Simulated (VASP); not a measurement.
A run of VASP 6.6.1 is set up as follows.

The input INCAR:

```
PREC = Accurate
ENCUT = 520
EDIFF = 1E-6
ISMEAR = -1
SIGMA = 0.05
LREAL = False
LASPH = True
NELM = 80
ALGO = Fast
ISIF = 2
LWAVE = False
LCHARG = True
GGA = PS
LELF = True
LVHAR = True
NBANDS = 18
```

File KPOINTS:

```
regular mesh
0
Gamma
  10 10 6
```

The input POSCAR:

```
Au
1.0
    2.8525392154      0.0000000000      0.0000000000
   -0.0131258315      2.8572914708      0.0000000000
   -1.1528656209     -1.2010102618      4.9888111224
Au
2
Direct
    0.6728620000      0.6659620000      0.2740550000
    0.3271380000      0.3340380000      0.7259450000
```

Potentials or basis: VASP PAW PBE potentials, release 64 (Au).

Launch:

```sh
$ cat potpaw_PBE.64/Au/POTCAR > POTCAR
$ mpirun -np 1 vasp_std > vasp.out
```

Task: Estimate the pressure.

Result: -11.6 GPa.

Task: What does it give for the largest force?

Result: 0.165 eV/Å.

Forces in eV/Å, atoms in the order of the input:
```
Au   0.014  0.012  0.164
Au  -0.014 -0.012 -0.164
```

Caveat: the PAW data sets were made with another functional, which shifts forces and pressure a little.
